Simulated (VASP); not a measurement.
A run of VASP 6.6.1 is set up as follows.

File INCAR:

```
SYSTEM = Al18W
  ALGO = Normal
  EDIFF = 1E-6
  ENCUT = 520
  GGA = PE
  ISIF = 2
  ISMEAR = 0
  IVDW = 12
  LASPH = .True.
  LCHARG = .False.
  LREAL = Auto
  LWAVE = .False.
  NBANDS = 49
  NELM = 80
  PREC = Accurate
  SIGMA = 0.1
```

File KPOINTS:

```
k-points
0
Gamma
  4 3 1
  0 0 0
```

POSCAR

```
Al18W
1.0
    5.7275650000      0.0000000000      0.0000000000
    4.2956740000      7.4403250000      0.0000000000
    0.0000000000      0.0000000000     17.6765370000
Al W
18 1
Direct
    0.1666665958      0.1111111410      0.0565721668
    0.6666666831      0.1111111410      0.0565721668
    0.1666665712      0.4444444295      0.0565721668
    0.6666666585      0.4444444295      0.0565721668
    0.1666666204      0.7777778524      0.0565721668
    0.6666665331      0.7777778524      0.0565721668
   -0.1749136122      0.2190487647      0.1900234758
    0.3237310806      0.2228221213      0.1908303080
   -0.1744338667      0.5589789425      0.1837661415
    0.3256673356      0.5552437562      0.1872529105
   -0.1611159091      0.8873051916      0.1878494640
    0.3302590039      0.8926217605      0.1894762532
    0.0608286174      0.0304618414      0.3413907373
    0.5795245523     -0.0221673112      0.3211312261
   -0.0682303005      0.3711176595      0.3104148737
    0.4906360788      0.3322139826      0.3229534156
    0.0116073205      0.6567684879      0.3198636701
    0.4733484042      0.6822517834      0.3148809068
    6.2645398585      7.2113020601      6.4091170120
```

Potentials or basis: VASP PAW PBE potentials, release 64 (Al, W_sv).

The run is started by

```console
$ cat potpaw_PBE.64/Al/POTCAR potpaw_PBE.64/W_sv/POTCAR > POTCAR
$ mpirun -np 1 vasp_std > vasp.out
```

**Question.** What does it give for the band gap on the k mesh?

**Answer.** Zero (bands 34 and 35 overlap by 0.28 eV).

**Question.** Estimate the largest force.

**Answer.** 0.140 eV/Å.

Forces on the atoms (eV/Å):
```
Al   0.021 -0.084 -0.013
Al   0.019  0.032  0.019
Al   0.081  0.028 -0.054
Al  -0.103 -0.009  0.013
Al   0.106 -0.041  0.066
Al  -0.111  0.081 -0.030
Al  -0.004 -0.003 -0.003
Al   0.003  0.001  0.006
Al  -0.004 -0.002 -0.003
Al  -0.001 -0.005  0.001
Al   0.003  0.001  0.000
Al  -0.003  0.001 -0.008
Al   0.014 -0.007 -0.009
Al  -0.006 -0.006  0.006
Al  -0.008 -0.002 -0.004
Al  -0.006  0.010  0.003
Al  -0.006  0.004  0.013
Al  -0.004  0.001 -0.003
W    0.006  0.000  0.000
```

Caveat: spin-orbit coupling is left out, which moves the levels of the heavy elements.
